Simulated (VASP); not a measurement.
A run of VASP 6.6.1:

INCAR

```
SYSTEM = BaTe
PREC = Accurate
ENCUT = 520
EDIFF = 1E-6
ISMEAR = 0
SIGMA = 0.01
LREAL = .FALSE.
LASPH = .TRUE.
NELM = 100
ALGO = Normal
ISIF = 2
LWAVE = .FALSE.
LCHARG = .FALSE.
GGA = PE
NBANDS = 15
```

The input KPOINTS:

```
Automatic mesh
0
G
  4 4 4
  0 0 0
```

Contents of POSCAR:

```
BaTe
1.0
    0.0000000000      3.4100000000      3.4100000000
    3.4100000000      0.0000000000      3.4100000000
    3.4100000000      3.4100000000      0.0000000000
Ba Te
1 1
Direct
    0.0000000000      0.0000000000      0.0000000000
    0.5000000000      0.5000000000      0.5000000000
```

Potentials or basis: VASP PAW PBE potentials, release 64 (Ba_sv, Te).

Command:

```bash
$ cat potpaw_PBE.64/Ba_sv/POTCAR potpaw_PBE.64/Te/POTCAR > POTCAR
$ mpirun -np 1 vasp_std > vasp.out
```

Hardware: 1 thread of Intel Xeon 8259CL, with other jobs on the host.

Problem. How long does it take, and how much memory?

Solution. It took 16 s on 1 thread of Intel Xeon 8259CL, with other jobs on the host, peak memory 0.2 GiB. Counts: scf iterations 13, k points 8.
